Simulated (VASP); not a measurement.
Input of a VASP 6.6.1 run:

The input INCAR:

```
SYSTEM = BeCu2SnS4
PREC     = Accurate       ! precision mode
ENCUT    = 520            ! plane-wave cutoff, eV
EDIFF    = 1E-6           ! SCF threshold, eV
ISMEAR   = 0              ! smearing method
SIGMA    = 0.01           ! smearing width, eV
LREAL    = .FALSE.        ! projectors in reciprocal space
LASPH    = .TRUE.         ! aspherical terms in the spheres
NELM     = 80             ! most SCF steps
ALGO     = Normal         ! electronic algorithm
ISIF     = 2              ! what is computed and relaxed
LWAVE    = .FALSE.        ! write WAVECAR
LCHARG   = .TRUE.         ! write CHGCAR
GGA      = PE             ! functional
LELF     = .TRUE.         ! ELF
LVHAR    = .TRUE.       
NBANDS   = 41             ! bands
```

The input KPOINTS:

```
Automatic mesh
0
G
  6 6 6
  0 0 0
```

File POSCAR:

```
BeCu2SnS4
1.0
   -2.6989141271      2.6989141271      5.3137560165
    2.6989141271     -2.6989141271      5.3137560165
    2.6989141271      2.6989141271     -5.3137560165
Cu Be Sn S
2 1 1 4
Direct
    0.0000000000      0.0000000000      0.0000000000
    0.7500000000      0.2500000000      0.5000000000
    0.2500000000      0.7500000000      0.5000000000
    0.5000000000      0.5000000000      0.0000000000
    0.1148369022      0.6403415557      1.0307157947
    0.3596584443      0.3903742390      0.4744953464
    0.6096257610      0.0841211075     -0.0307157947
    0.9158788925      0.8851630978      0.5255046536
```

Potentials or basis: VASP PAW PBE potentials, release 64 (Cu, Be, Sn_d, S).

Launch:

```sh
$ cat potpaw_PBE.64/Cu/POTCAR potpaw_PBE.64/Be/POTCAR potpaw_PBE.64/Sn_d/POTCAR potpaw_PBE.64/S/POTCAR > POTCAR
$ mpirun -np 1 vasp_std > vasp.out
```

Q: Estimate the pressure.

A: -2.1 GPa.

Q: Estimate the largest force.

A: 0.092 eV/Å.

Q: Predict the band gap on the k mesh.

A: 0.39 eV.

Forces on the atoms (eV/Å):
```
Cu   0.000  0.000  0.000
Cu   0.000  0.000  0.000
Be   0.000  0.000  0.000
Sn   0.000  0.000  0.000
S   -0.049  0.061  0.049
S    0.061  0.049 -0.049
S    0.049 -0.061  0.049
S   -0.061 -0.049 -0.049
```

Caveat: spin-orbit coupling is left out, which moves the levels of the heavy elements. A k mesh can miss the band edges.
